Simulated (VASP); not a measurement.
# TiO2 in VASP: settings compared

Aim: see how the results for TiO2 move with the level of theory and the settings. Levels: LDA+U, PBEsol+D3(BJ). Tasks: single point.

Everything below comes from runs of VASP 6.6.1. Logs are shortened: lines on timing, memory, paths and dates and some standing lists are left out, and cuts for length are marked.

## 1. The cell of the first run

The typed cell holds 9 atoms: a = 2.968 Å, b = 4.708 Å, c = 7.241 Å, α = 88.08°, β = 78.18°, γ = 90.00°.

## 2. Single point, LDA+U

INCAR

```
SYSTEM = TiO2
PREC     = Accurate       ! precision mode
ENCUT    = 600            ! plane-wave cutoff, eV
EDIFF    = 1E-6           ! SCF threshold, eV
ISMEAR   = -1             ! smearing method
SIGMA    = 0.05           ! smearing width, eV
LREAL    = .FALSE.        ! projectors in reciprocal space
LASPH    = .TRUE.         ! aspherical terms in the spheres
NELM     = 200            ! most SCF steps
ALGO     = Normal         ! electronic algorithm
ISIF     = 2              ! what is computed and relaxed
LWAVE    = .FALSE.        ! write WAVECAR
LCHARG   = .FALSE.        ! write CHGCAR
LMAXMIX  = 4              ! l up to which the mixer works
LDAU     = .TRUE.         ! DFT+U
LDAUTYPE = 2            
LDAUL    = 2 -1           ! shell
LDAUU    = 6 0            ! U, eV
LDAUJ    = 0 0          
LDAUPRINT= 1            
NBANDS   = 46             ! bands
GGA_COMPAT= .FALSE.      
KPAR     = 4
```

KPOINTS

```
regular mesh
0
G
  9 6 4
  0 0 0
```

POSCAR

```
TiO2
1.0
    2.9682645463      0.0000000000      0.0000000000
    0.0002080834      4.7076067549      0.0000000000
    1.4835696211      0.2423534620      7.0834647979
Ti O
3 6
Direct
    0.0033718700      0.0003888100      0.0007031900
    0.3446402100      0.4802596500      0.3169598700
    0.6617081400      0.5204743600      0.6844963600
    0.4400381600      0.1854376900      0.1285388000
    0.7779263400      0.2977287500      0.4518780700
    0.1012362400      0.3089534200      0.8062432200
    0.9064972100      0.6918369900      0.1951715700
    0.2294071500      0.7030072800      0.5495147300
    0.5680256700      0.8153000600      0.8728271800
```

Potentials or basis: VASP PAW LDA potentials, release 64 (Ti_sv, O).

Command:

```console
> cat potpaw_LDA.64/Ti_sv/POTCAR potpaw_LDA.64/O/POTCAR > POTCAR
> mpirun -np 4 vasp_std > vasp.out
```

OUTCAR:

```text
SYSTEM = TiO2
   PREC = Accurate
   ENCUT = 600
   EDIFF = 1E-6
   ISMEAR = -1
   LREAL = .FALSE.
   LASPH = .TRUE.
   NELM = 200
   ISIF = 2

 ion  position               nearest neighbor table
   1  0.003  0.000  0.001-   9 1.96   4 1.96   4 1.96   9 1.96   7 1.97   6 1.97
   2  0.345  0.480  0.317-   5 1.95   5 1.95   4 1.96   7 1.97   7 1.97   8 1.98
   3  0.662  0.520  0.684-   8 1.95   8 1.95   9 1.96   6 1.97   6 1.97   5 1.98
   4  0.440  0.185  0.129-   1 1.96   2 1.96   1 1.96
   5  0.778  0.298  0.452-   2 1.95   2 1.95   3 1.98
   6  0.101  0.309  0.806-   1 1.97   3 1.97   3 1.97
   7  0.906  0.692  0.195-   2 1.97   1 1.97   2 1.97
   8  0.229  0.703  0.550-   3 1.95   3 1.95   2 1.98
   9  0.568  0.815  0.873-   1 1.96   3 1.96   1 1.96

  LATTYP: Found a triclinic cell.
 ALAT       =     7.2412145089
 B/A-ratio  =     0.4099125282
 C/A-ratio  =     0.6501128718
 COS(alpha) =     0.0000442015
 COS(beta)  =     0.0334776766
 COS(gamma) =     0.2048785627

  Lattice vectors:

 A1 = (   1.4835696211,   0.2423534620,   7.0834647979)
 A2 = (   2.9682645463,   0.0000000000,   0.0000000000)
 A3 = (   0.0002080834,   4.7076067549,   0.0000000000)

Analysis of symmetry for initial positions (statically):
=====================================================================
 Subroutine PRICEL returns:
 Original cell was already a primitive cell.

 Routine SETGRP: Setting up the symmetry group for a
 triclinic supercell.

 Subroutine GETGRP returns: Found  1 space group operations
 (whereof  1 operations were pure point group operations)
 out of a pool of  2 trial point group operations.

The static configuration has the point symmetry C_1 .

Analysis of symmetry for dynamics (positions and initial velocities):
=====================================================================
 Subroutine PRICEL returns:
 Original cell was already a primitive cell.

 Routine SETGRP: Setting up the symmetry group for a
 triclinic supercell.

 Subroutine GETGRP returns: Found  1 space group operations
 (whereof  1 operations were pure point group operations)
 out of a pool of  2 trial point group operations.

The dynamic configuration has the point symmetry C_1 .

 Subroutine INISYM returns: Found  1 space group operations
 (whereof  1 operations are pure point group operations),
 and found     1 'primitive' translations

----------------------------------------------------------------------------------------

                                     Primitive cell

  volume of cell :      98.9802

  direct lattice vectors                    reciprocal lattice vectors
     2.968264546  0.000000000  0.000000000     0.336897195 -0.000014891 -0.070559655
     0.000208083  4.707606755  0.000000000     0.000000000  0.212422161 -0.007267806
     1.483569621  0.242353462  7.083464798     0.000000000  0.000000000  0.141173850

  length of vectors
     2.968264546  4.707606759  7.241214509     0.344206893  0.212546455  0.141173850

  position of ions in fractional coordinates (direct lattice)
     0.003371870  0.000388810  0.000703190
     0.344640210  0.480259650  0.316959870
     0.661708140  0.520474360  0.684496360
     0.440038160  0.185437690  0.128538800
     0.777926340  0.297728750  0.451878070
     0.101236240  0.308953420  0.806243220
     0.906497210  0.691836990  0.195171570
     0.229407150  0.703007280  0.549514730
     0.568025670  0.815300060  0.872827180

  ion indices of the primitive-cell ions
   primitive index   ion index
                 1           1
[... 40 lines left out ...]
  0.333333 -0.000000  0.000000      2.000000
  0.444444  0.000000  0.000000      2.000000
  0.000000  0.166667  0.000000      2.000000
[... 16 lines left out ...]
 -0.111111  0.333333 -0.000000      2.000000
  0.000000  0.500000  0.000000      1.000000
 [... further k-points ...]
   k-points           NKPTS =    110   k-points in BZ     NKDIM =    110   number of bands    NBANDS=     46
   number of dos      NEDOS =    301   number of ions     NIONS =      9
   total plane-waves  NPLWV =  57600
   dimension x,y,z NGX =    24 NGY =   40 NGZ =   60
   dimension x,y,z NGXF=    48 NGYF=   80 NGZF=  120
   ions per type =               3   6
   NGX,Y,Z   is equivalent  to a cutoff of  13.44, 14.13, 13.77 a.u.
   NGXF,Y,Z  is equivalent  to a cutoff of  26.88, 28.25, 27.55 a.u.
 SYSTEM =  TiO2
   PREC   = accura    normal or accurate (medium, high low for compatibility)
   ISTART =      0    job   : 0-new  1-cont  2-samecut
   ICHARG =      2    charge: 1-file 2-atom 10-const
   ISPIN  =      1    spin polarized calculation?
   LNONCOLLINEAR =      F non collinear calculations
   LSORBIT =      F    spin-orbit coupling
   LASPH  =      T    aspherical Exc in radial PAW
   ENCUT  =  600.0 eV  44.10 Ry    6.64 a.u.   5.93  9.40 14.46*2*pi/ulx,y,z
   NELM   =    200;   NELMIN=  2; NELMDL= -5     # of ELM steps
   EDIFF  = 0.1E-05   stopping-criterion for ELM
   LREAL  =      F    real-space projection
   EDIFFG = 0.1E-04   stopping-criterion for IOM
   NSW    =      0    number of steps for IOM
   IBRION =     -1    ionic relax: 0-MD 1-quasi-New 2-CG
   NFREE  =      0    steps in history (QN), initial steepest desc. (CG)
   ISIF   =      2    stress and relaxation
   ISYM   =      2    0-nonsym 1-usesym 2-fastsym
   POTIM  = 0.5000    time-step for ionic-motion
   TEBEG  =    0.0;   TEEND  =   0.0 temperature during run
   PSTRESS=    0.0 pullay stress
   NELECT =      72.0000    total number of electrons
   NUPDOWN=      -1.0000    fix difference up-down
   EMIN   =  10.00;   EMAX   =-10.00  energy-range for DOS
   EFERMI =   0.00;   METHOD = LEGACY
   ISMEAR =    -1;   SIGMA  =   0.05  broadening in eV -4-tet -1-fermi 0-gaus
   EFERMI_NEDOS =   21; number of points for ismear=-14 and -15
   IALGO  =     38    algorithm
   IMIX   =      4    mixing-type and parameters
     AMIX     =   0.40;   BMIX     =  1.00
     AMIX_MAG =   1.60;   BMIX_MAG =  1.00
  volume/ion in A,a.u.               =      11.00        74.22
  Fermi-wavevector in a.u.,A,eV,Ry     =   1.472322  2.782285 29.493788  2.167732
  Thomas-Fermi vector in A             =   2.587351
   LORBIT       =      0    0 simple, 1 ext, 2 COOP (PROOUT), +10 PAW based schemes
 LDA+U is selected, type is set to LDAUTYPE =  2
   angular momentum for each species LDAUL =     2   -1
   U (eV)           for each species LDAUU =   6.0  0.0
   J (eV)           for each species LDAUJ =   0.0  0.0
   GGA     = CA    functional components
   LHFCALC =     F    Hartree Fock is set to
   AEXX    =    0.0000 exact exchange contribution
   IVDW    =     0    specifies the selected vdW correction
   LEPSILON=     F    determine dielectric tensor
   LRPA    =     F    only Hartree local field effects (RPA)
 non-spin polarized calculation
  energy-cutoff  :      600.00
  volume of cell :       98.98
 maximum number of plane-waves:      3328
   NGX = 11   NGY = 19   NGZ = 29

atom =   1  type =  1  l = 2

 onsite density matrix

spin component  1
[... 83 lines left out ...]
  o =  0.0852  v = -0.0018  0.5914 -0.4621 -0.0021  0.6608  0.0000  0.0000  0.0000  0.0000  0.0000      0.0000  0.0000  0.0000  0.0000  0.0000  0.0000  0.0000  0.0000  0.0000  0.0000
  o =  0.0852  v =  0.0000  0.0000  0.0000  0.0000  0.0000 -0.0018  0.5914 -0.4621 -0.0021  0.6608      0.0000  0.0000  0.0000  0.0000  0.0000  0.0000  0.0000  0.0000  0.0000  0.0000
  o =  0.0900  v =  0.7211  0.0008  0.0133  0.6926  0.0128  0.0000  0.0000  0.0000  0.0000  0.0000      0.0000  0.0000  0.0000  0.0000  0.0000  0.0000  0.0000  0.0000  0.0000  0.0000
  o =  0.0900  v =  0.0000  0.0000  0.0000  0.0000  0.0000  0.7211  0.0008  0.0133  0.6926  0.0128      0.0000  0.0000  0.0000  0.0000  0.0000  0.0000  0.0000  0.0000  0.0000  0.0000
  o =  0.0948  v =  0.0131  0.0375 -0.8027  0.0128 -0.5949  0.0000  0.0000  0.0000  0.0000  0.0000      0.0000  0.0000  0.0000  0.0000  0.0000  0.0000  0.0000  0.0000  0.0000  0.0000
  o =  0.0948  v =  0.0000  0.0000  0.0000  0.0000  0.0000  0.0131  0.0375 -0.8027  0.0128 -0.5949      0.0000  0.0000  0.0000  0.0000  0.0000  0.0000  0.0000  0.0000  0.0000  0.0000
  o =  0.2543  v =  0.0000  0.0000  0.0000  0.0000  0.0000  0.0017  0.8055  0.3767 -0.0016 -0.4575      0.0000  0.0000  0.0000  0.0000  0.0000  0.0000  0.0000  0.0000  0.0000  0.0000
  o =  0.2543  v =  0.0017  0.8055  0.3767 -0.0016 -0.4575  0.0000  0.0000  0.0000  0.0000  0.0000      0.0000  0.0000  0.0000  0.0000  0.0000  0.0000  0.0000  0.0000  0.0000  0.0000
  o =  0.2694  v =  0.0000  0.0000  0.0000  0.0000  0.0000 -0.6927  0.0020  0.0009  0.7212 -0.0008      0.0000  0.0000  0.0000  0.0000  0.0000  0.0000  0.0000  0.0000  0.0000  0.0000
  o =  0.2694  v = -0.6927  0.0020  0.0009  0.7212 -0.0008  0.0000  0.0000  0.0000  0.0000  0.0000      0.0000  0.0000  0.0000  0.0000  0.0000  0.0000  0.0000  0.0000  0.0000  0.0000

 number of electron      71.9999996 magnetization

 Free energy of the ion-electron system (eV)
  ---------------------------------------------------
  ext. energy  EPLUGINS =         0.00000000
  ---------------------------------------------------
  free energy    TOTEN  =       -75.75379114 eV

  energy without entropy =      -75.75379114  energy(sigma->0) =      -75.75379114

 E-fermi :   4.9704     XC(G=0): -11.5999

 val. band max:        3.9786962249   @ k =   0.0000   0.0000   0.2500
 cond. band min:       6.9516526001   @ k =   0.0000   0.5000   0.0000
 fundamental gap:      2.9729563752
 Fermi energy:         4.9704269550

 k-point     1 :       0.0000    0.0000    0.0000
  band No.  band energies     occupation
      1     -53.5332      2.00000
      2     -53.3575      2.00000
      3     -53.3237      2.00000
      4     -30.1389      2.00000
      5     -30.0975      2.00000
      6     -30.0726      2.00000
[... 1165 lines left out ...]
     45       8.8183      0.00000
     46       9.9171      0.00000

 [... further k-points ...]
[... 5 lines left out ...]
  --------------------------------------------------------------------------------------
  -------------------------------------------------------------------------------------
  Total        3.5001001      0.7522425      1.7009290     -0.0113350      0.1858957      0.0040852
  in kB       56.6555585     12.1764289     27.5326644     -0.1834779      3.0090640      0.0661265
  external PRESSURE =      32.1215506 kB  Pullay stress =       0.0000000 kB

 VOLUME and BASIS-vectors are now :
 -----------------------------------------------------------------------------
  energy-cutoff  :      600.00
  volume of cell :       98.98
      direct lattice vectors                 reciprocal lattice vectors
     2.968264546  0.000000000  0.000000000     0.336897195 -0.000014891 -0.070559655
     0.000208083  4.707606755  0.000000000     0.000000000  0.212422161 -0.007267806
     1.483569621  0.242353462  7.083464798     0.000000000  0.000000000  0.141173850

 POSITION                                       TOTAL-FORCE (eV/Angst)
 -----------------------------------------------------------------------------------
      0.01105      0.00200      0.00498         0.019998     -0.002574      0.001089
      1.49332      2.33769      2.24517         0.029811      0.107662     -0.209467
      2.97973      2.61608      4.84861         0.008762     -0.104854      0.201620
      1.49688      0.90412      0.91050        -0.010533      0.011463     -0.025969
      2.97955      1.51110      3.20086        -0.003970     -0.207757      0.079761
      1.49668      1.64983      5.71100        -0.007450      0.030785     -0.001790
      2.98042      3.30420      1.38249        -0.013269     -0.033218      0.002479
      1.49633      3.44266      3.89247        -0.008550      0.206658     -0.076700
      2.98112      4.04964      6.18264        -0.014801     -0.008165      0.028976
 -----------------------------------------------------------------------------------
    total drift:                                0.000361      0.000099     -0.000066

  FREE ENERGIE OF THE ION-ELECTRON SYSTEM (eV)
  ---------------------------------------------------
  free  energy   TOTEN  =       -75.7537911425 eV

  energy  without entropy=      -75.7537911424  energy(sigma->0) =      -75.75379114
```

Wall time 3.2 min (4 MPI ranks of Intel Xeon Platinum 8259CL at 2.50GHz (Skylake/Cascade Lake), shared host); peak memory 0.51 GiB.

What came out:

```
Free energy            : -75.7538 eV
Pressure               : 3.2 GPa
Largest force          : 0.237 eV/Å
Band gap on the k mesh : 2.97 eV (least direct gap 3.05 eV)
```

Forces in eV/Å, atoms in the order of the input:
```
Ti   0.020 -0.003  0.001
Ti   0.030  0.108 -0.209
Ti   0.009 -0.105  0.202
O   -0.011  0.011 -0.026
O   -0.004 -0.208  0.080
O   -0.007  0.031 -0.002
O   -0.013 -0.033  0.002
O   -0.009  0.207 -0.077
O   -0.015 -0.008  0.029
```

Levels at points of the mesh, in eV from the valence-band top:
```
           k point  band 34  band 35  band 36  band 37  band 38  band 39
(0.00, 0.00, 0.00)    -0.44    -0.32    -0.05     3.01     3.45     3.45
(0.00, 0.50, 0.00)    -0.98    -0.86    -0.83     2.97     3.32     3.49
(0.00, 0.00, 0.50)    -0.82    -0.35    -0.13     3.06     3.33     3.53
(0.00, 0.50, 0.50)    -0.85    -0.83    -0.32     3.04     3.23     3.46
```

Eigenvalues of the final occupation matrices:
| site | spin | trace | eigenvalues |
| --- | --- | --- | --- |
| site 1 d | 1 | 0.77 | 0.07 0.09 0.09 0.25 0.26 |
| site 1 d | 2 | 0.77 | 0.07 0.09 0.09 0.25 0.26 |
| site 2 d | 1 | 0.79 | 0.09 0.09 0.09 0.25 0.27 |
| site 2 d | 2 | 0.79 | 0.09 0.09 0.09 0.25 0.27 |
| site 3 d | 1 | 0.79 | 0.09 0.09 0.09 0.25 0.27 |
| site 3 d | 2 | 0.79 | 0.09 0.09 0.09 0.25 0.27 |

Caveat: the cell stands under pressure.

[end of part 1 of 2]
